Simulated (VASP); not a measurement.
Input of a VASP 6.6.1 run:

File INCAR:

```
SYSTEM = F
  PREC = Accurate
  ENCUT = 520
  EDIFF = 1E-6
  ISMEAR = 1
  SIGMA = 0.0232
  LREAL = .FALSE.
  LASPH = .TRUE.
  NELM = 150
  ALGO = Normal
  ISIF = 2
  LWAVE = .FALSE.
  LCHARG = .TRUE.
  ISPIN = 2
  MAGMOM = 1.11 1.11 1.1 1.1
  LORBIT = 11
  GGA = PE
  LELF = .TRUE.
  LVHAR = .TRUE.
  NBANDS = 26
```

Contents of KPOINTS:

```
Automatic mesh
0
G
  8 8 3
  0 0 0
```

POSCAR

```
F
1.0
    1.2589310000      2.1805300000      0.0000000000
   -1.2589310000      2.1805300000      0.0000000000
    0.0000000000      0.0000000000      8.1536950000
F
4
Direct
    0.0000000000      0.0000000000      0.0000000000
    0.0000000000      0.0000000000      0.5000000000
    0.3333300000      0.3333400000      0.7500000000
    0.6666600000      0.6666700000      0.2500000000
```

Potentials or basis: VASP PAW PBE potentials, release 64 (F).

Run with:

```bash
$ cat potpaw_PBE.64/F/POTCAR > POTCAR
$ mpirun -np 1 vasp_std > vasp.out
```

Predict the pressure.

-1.9 GPa.

Estimate the site moments.

F +0.92 μB.

Predict the net moment.

4.00 μB per cell.

Estimate the band gap on the k mesh.

zero (filled and empty bands overlap).

Stress tensor (GPa, compression positive):
```
-1.43  0.00  0.00
 0.00 -1.47  0.00
 0.00  0.00 -2.69
```

Caveat: the k points lie up to 0.36 Å⁻¹ apart, too coarse for converged energies and pressures of a metal; the atoms stand far beyond bonding distance.
